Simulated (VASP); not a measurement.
# GaN (P6_3mc) in VASP: further runs

The runs below take GaN through single point, with LDA.

Everything below comes from runs of VASP 6.6.1. Logs are shortened: lines on timing, memory, paths and dates and some standing lists are left out, and cuts for length are marked.

### Step 1. The cell of the first run

The structure is hexagonal, space group P6_3mc (No. 186). The conventional cell has a = 3.372 Å, b = 3.372 Å, c = 5.447 Å, α = 90.00°, β = 90.00°, γ = 120.00°. Within 2.7 Å of Ga (site symmetry 3m) lie 4 N at 2.05 to 2.06 Å. N (site symmetry 3m) has 4 Ga at 2.05 to 2.06 Å within 2.7 Å.

### Step 2. Single point, LDA

File INCAR:

```
SYSTEM = GaN
PREC = Accurate
ENCUT = 520
EDIFF = 1E-6
ISMEAR = 0
SIGMA = 0.05
LREAL = .False.
LASPH = .True.
NELM = 80
ALGO = Normal
ISIF = 2
LWAVE = .False.
LCHARG = .False.
GGA = CA
NBANDS = 26
```

File KPOINTS:

```
regular mesh
0
Gamma
  12 12 6
  0 0 0
```

File POSCAR:

```
GaN
1.0
    3.3723000000      0.0000000000      0.0000000000
   -1.6861500000      2.9204974692      0.0000000000
    0.0000000000      0.0000000000      5.4466000000
Ga N
2 2
Direct
    0.3333333333      0.6666666667      0.9992962937
    0.6666666667      0.3333333333      0.4992962937
    0.3333333333      0.6666666667      0.3757037063
    0.6666666667      0.3333333333      0.8757037063
```

Potentials or basis: VASP PAW LDA potentials, release 64 (Ga_d, N).

Run with:

```
$ cat potpaw_LDA.64/Ga_d/POTCAR potpaw_LDA.64/N/POTCAR > POTCAR
$ mpirun -np 1 vasp_std > vasp.out
```

OUTCAR:

```text
SYSTEM = GaN
   PREC = Accurate
   ENCUT = 520
   EDIFF = 1E-6
   ISMEAR = 0
   LREAL = .False.
   LASPH = .True.
   NELM = 80
   ISIF = 2
   GGA = CA

 ion  position               nearest neighbor table
   1  0.333  0.667  0.999-   3 2.05   4 2.06   4 2.06   4 2.06
   2  0.667  0.333  0.499-   4 2.05   3 2.06   3 2.06   3 2.06
   3  0.333  0.667  0.376-   1 2.05   2 2.06   2 2.06   2 2.06
   4  0.667  0.333  0.876-   2 2.05   1 2.06   1 2.06   1 2.06

  LATTYP: Found a hexagonal cell.
 ALAT       =     3.3723000000
 C/A-ratio  =     1.6150994870

  Lattice vectors:

 A1 = (   3.3723000000,   0.0000000000,   0.0000000000)
 A2 = (  -1.6861500000,   2.9204974692,   0.0000000000)
 A3 = (   0.0000000000,   0.0000000000,   5.4466000000)

Analysis of symmetry for initial positions (statically):
=====================================================================
 Subroutine PRICEL returns:
 Original cell was already a primitive cell.

 Routine SETGRP: Setting up the symmetry group for a
 hexagonal supercell.

 Subroutine GETGRP returns: Found 12 space group operations
 (whereof  6 operations were pure point group operations)
 out of a pool of 24 trial point group operations.

The static configuration has the point symmetry C_3v.
 The point group associated with its full space group is C_6v.

Analysis of symmetry for dynamics (positions and initial velocities):
=====================================================================
 Subroutine PRICEL returns:
 Original cell was already a primitive cell.

 Routine SETGRP: Setting up the symmetry group for a
 hexagonal supercell.

 Subroutine GETGRP returns: Found 12 space group operations
 (whereof  6 operations were pure point group operations)
 out of a pool of 24 trial point group operations.

The dynamic configuration has the point symmetry C_3v.
 The point group associated with its full space group is C_6v.

 Subroutine INISYM returns: Found 12 space group operations
 (whereof  6 operations are pure point group operations),
 and found     1 'primitive' translations

----------------------------------------------------------------------------------------

                                     Primitive cell

  volume of cell :      53.6424

  direct lattice vectors                    reciprocal lattice vectors
[... 83 lines left out ...]
   ISTART =      0    job   : 0-new  1-cont  2-samecut
   ICHARG =      2    charge: 1-file 2-atom 10-const
   ISPIN  =      1    spin polarized calculation?
   LNONCOLLINEAR =      F non collinear calculations
   LSORBIT =      F    spin-orbit coupling
   LASPH  =      T    aspherical Exc in radial PAW
   ENCUT  =  520.0 eV  38.22 Ry    6.18 a.u.   6.27  6.27 10.13*2*pi/ulx,y,z
   NELM   =     80;   NELMIN=  2; NELMDL= -5     # of ELM steps
   EDIFF  = 0.1E-05   stopping-criterion for ELM
   LREAL  =      F    real-space projection
   EDIFFG = 0.1E-04   stopping-criterion for IOM
   NSW    =      0    number of steps for IOM
   IBRION =     -1    ionic relax: 0-MD 1-quasi-New 2-CG
   NFREE  =      0    steps in history (QN), initial steepest desc. (CG)
   ISIF   =      2    stress and relaxation
   ISYM   =      2    0-nonsym 1-usesym 2-fastsym
   POTIM  = 0.5000    time-step for ionic-motion
   TEBEG  =    0.0;   TEEND  =   0.0 temperature during run
   PSTRESS=    0.0 pullay stress
   NELECT =      36.0000    total number of electrons
   NUPDOWN=      -1.0000    fix difference up-down
   EMIN   =  10.00;   EMAX   =-10.00  energy-range for DOS
   EFERMI =   0.00;   METHOD = LEGACY
   ISMEAR =     0;   SIGMA  =   0.05  broadening in eV -4-tet -1-fermi 0-gaus
   EFERMI_NEDOS =   21; number of points for ismear=-14 and -15
   IALGO  =     38    algorithm
   IMIX   =      4    mixing-type and parameters
     AMIX     =   0.40;   BMIX     =  1.00
     AMIX_MAG =   1.60;   BMIX_MAG =  1.00
  volume/ion in A,a.u.               =      13.41        90.50
  Fermi-wavevector in a.u.,A,eV,Ry     =   1.433308  2.708559 27.951421  2.054372
  Thomas-Fermi vector in A             =   2.552840
   LORBIT       =      0    0 simple, 1 ext, 2 COOP (PROOUT), +10 PAW based schemes
   GGA     = CA    functional components
   LHFCALC =     F    Hartree Fock is set to
   AEXX    =    0.0000 exact exchange contribution
   IVDW    =     0    specifies the selected vdW correction
   LEPSILON=     F    determine dielectric tensor
   LRPA    =     F    only Hartree local field effects (RPA)
 non-spin polarized calculation
 Gauss-broadening in eV      SIGMA  =   0.05
  energy-cutoff  :      520.00
  volume of cell :       53.64
 maximum number of plane-waves:      1460
 NGX is ok and might be reduce to    28
   NGX = 13   NGY = 13   NGZ = 21

 number of electron      35.9999999 magnetization

 Free energy of the ion-electron system (eV)
  ---------------------------------------------------
  ext. energy  EPLUGINS =         0.00000000
  ---------------------------------------------------
  free energy    TOTEN  =       -27.06267773 eV

  energy without entropy =      -27.06267773  energy(sigma->0) =      -27.06267773

 E-fermi :   3.7112     XC(G=0): -11.2900

 val. band max:        3.4424604772   @ k =   0.0000   0.0000   0.0000
 cond. band min:       4.3111382893   @ k =   0.0000   0.0000   0.0000
 fundamental gap:      0.8686778121
 Fermi energy:         3.7112480874

 k-point     1 :       0.0000    0.0000    0.0000
  band No.  band energies     occupation
      1     -11.1443      2.00000
      2     -10.8872      2.00000
      3     -10.0593      2.00000
      4     -10.0471      2.00000
      5     -10.0471      2.00000
      6     -10.0105      2.00000
[... 685 lines left out ...]
     25      13.6349      0.00000
     26      14.9461      0.00000

 [... further k-points ...]
[... 5 lines left out ...]
  --------------------------------------------------------------------------------------
  -------------------------------------------------------------------------------------
  Total       -8.5753643     -8.5753643     -7.8568066      0.0000000     -0.0000000      0.0000000
  in kB     -256.1265742   -256.1265742   -234.6648950      0.0000000     -0.0000000      0.0000000
  external PRESSURE =    -248.9726811 kB  Pullay stress =       0.0000000 kB

 VOLUME and BASIS-vectors are now :
 -----------------------------------------------------------------------------
  energy-cutoff  :      520.00
  volume of cell :       53.64
      direct lattice vectors                 reciprocal lattice vectors
     3.372300000  0.000000000  0.000000000     0.296533523  0.171203709  0.000000000
    -1.686150000  2.920497469  0.000000000     0.000000000  0.342407419  0.000000000
     0.000000000  0.000000000  5.446600000     0.000000000  0.000000000  0.183600778

 POSITION                                       TOTAL-FORCE (eV/Angst)
 -----------------------------------------------------------------------------------
     -0.00000      1.94700      5.44277        -0.000000      0.000000     -0.040340
      1.68615      0.97350      2.71947         0.000000     -0.000000     -0.040340
     -0.00000      1.94700      2.04631         0.000000      0.000000      0.040340
      1.68615      0.97350      4.76961        -0.000000     -0.000000      0.040340
 -----------------------------------------------------------------------------------
    total drift:                                0.000000      0.000000     -0.000971

  FREE ENERGIE OF THE ION-ELECTRON SYSTEM (eV)
  ---------------------------------------------------
  free  energy   TOTEN  =       -27.0626777263 eV

  energy  without entropy=      -27.0626777263  energy(sigma->0) =      -27.06267773
```

OSZICAR:

```text
N       E                     dE             d eps       ncg     rms          rms(c)
DAV:   1     0.282094391219E+03    0.28209E+03   -0.17653E+04  4170   0.245E+03
DAV:   2     0.775845789380E+01   -0.27434E+03   -0.25995E+03  4336   0.488E+02
DAV:   3    -0.292495752763E+02   -0.37008E+02   -0.36303E+02  4726   0.142E+02
DAV:   4    -0.305613993947E+02   -0.13118E+01   -0.13048E+01  4664   0.285E+01
DAV:   5    -0.305880001624E+02   -0.26601E-01   -0.26554E-01  4800   0.390E+00    0.984E+00
DAV:   6    -0.271494498497E+02    0.34386E+01   -0.10255E+01  6550   0.446E+01    0.337E+00
DAV:   7    -0.271204818429E+02    0.28968E-01   -0.99914E-01  4410   0.893E+00    0.241E+00
DAV:   8    -0.270926911204E+02    0.27791E-01   -0.37338E-01  5098   0.432E+00    0.161E+00
DAV:   9    -0.270625482234E+02    0.30143E-01   -0.64443E-02  5494   0.321E+00    0.564E-01
DAV:  10    -0.270629038468E+02   -0.35562E-03   -0.11083E-02  4642   0.814E-01    0.148E-01
DAV:  11    -0.270627424802E+02    0.16137E-03   -0.26719E-03  5450   0.869E-01    0.117E-01
DAV:  12    -0.270627013674E+02    0.41113E-04   -0.30317E-04  4398   0.127E-01    0.995E-02
DAV:  13    -0.270626953904E+02    0.59770E-05   -0.19860E-05  4866   0.313E-02    0.816E-02
DAV:  14    -0.270626811996E+02    0.14191E-04   -0.21282E-05  5510   0.701E-02    0.155E-02
DAV:  15    -0.270626779312E+02    0.32684E-05   -0.24240E-05  5470   0.501E-02    0.163E-02
DAV:  16    -0.270626777263E+02    0.20489E-06   -0.68619E-07  2292   0.129E-02
   1 F= -.27062678E+02 E0= -.27062678E+02  d E =-.187071E-16
```

Wall time 1.8 min (1 thread of Intel Xeon Platinum 8488C (Sapphire Rapids), shared host); peak memory 0.21 GiB.

What came out:

```
Free energy            : -27.0627 eV
Pressure               : -24.9 GPa
Largest force          : 0.040 eV/Å
Band gap on the k mesh : 0.87 eV
```

Forces in eV/Å, atoms in the order of the input:
```
Ga   0.000  0.000 -0.040
Ga   0.000  0.000 -0.040
N    0.000  0.000  0.040
N    0.000  0.000  0.040
```

Levels at points of the mesh, in eV from the valence-band top:
| k point | band 16 | band 17 | band 18 | band 19 | band 20 | band 21 |
| --- | --- | --- | --- | --- | --- | --- |
| (0.00, 0.00, 0.00) | -0.02 | 0.00 | 0.00 | 0.87 | 3.09 | 8.18 |
| (0.50, 0.00, 0.00) | -2.28 | -1.82 | -0.81 | 4.37 | 4.45 | 5.61 |
| (0.00, 0.00, 0.50) | -0.46 | -0.46 | -0.46 | 3.18 | 3.18 | 7.51 |
| (0.50, 0.00, 0.50) | -1.61 | -1.58 | -1.58 | 3.75 | 3.75 | 6.65 |

Caveat: the cell stands under tension. As with any semilocal functional, this LDA gap is likely too small.

### Step 3. Single point, LDA

This run uses another cell than the first one, of 14.17 Å³/atom.

Edit INCAR of step 2 so:

```diff
@@ -12,4 +12,6 @@
 LWAVE = .False.
-LCHARG = .False.
+LCHARG = .True.
 GGA = CA
+LELF = .True.
+LVHAR = .True.
 NBANDS = 26
```

File KPOINTS:

```
Automatic mesh
0
Gamma
  12 12 6
  0 0 0
```

Edit POSCAR of step 2 so:

```diff
@@ -4,3 +4,3 @@
    -1.6861500000      2.9204974692      0.0000000000
-    0.0000000000      0.0000000000      5.4466000000
+    0.0000000000      0.0000000000      5.7549000000
 Ga N
```

Potentials or basis: VASP PAW LDA potentials, release 64 (Ga_d, N).

Run with:

```
$ cat potpaw_LDA.64/Ga_d/POTCAR potpaw_LDA.64/N/POTCAR > POTCAR
$ mpirun -np 1 vasp_std > vasp.out
```

Wall time 1.9 min (1 thread of Intel Xeon Platinum 8488C (Sapphire Rapids), shared host); peak memory 0.22 GiB.

The run converged. Its results:

- Free energy: -26.5182 eV
- Pressure: -28.0 GPa
- Largest force: 0.139 eV/Å
- Band gap on the k mesh: 0.41 eV

Forces on the atoms (eV/Å):
```
Ga   0.000  0.000 -0.139
Ga   0.000  0.000 -0.139
N    0.000  0.000  0.139
N    0.000  0.000  0.139
```

Stress tensor (GPa, compression positive):
```
-25.53   0.00   0.00
  0.00 -25.53   0.00
  0.00   0.00 -33.04
```

Levels at points of the mesh, in eV from the valence-band top:
```
           k point  band 16  band 17  band 18  band 19  band 20  band 21
(0.00, 0.00, 0.00)    -0.15     0.00     0.00     0.41     3.14     7.48
(0.50, 0.00, 0.00)    -2.00    -1.67    -0.85     3.98     4.45     5.16
(0.00, 0.00, 0.50)    -0.35    -0.35    -0.35     2.93     2.93     6.98
(0.50, 0.00, 0.50)    -1.64    -1.47    -1.47     3.39     3.39     6.21
```

Caveat: the cell stands under tension. A hybrid or GW would open this gap; LDA tends to underestimate it.
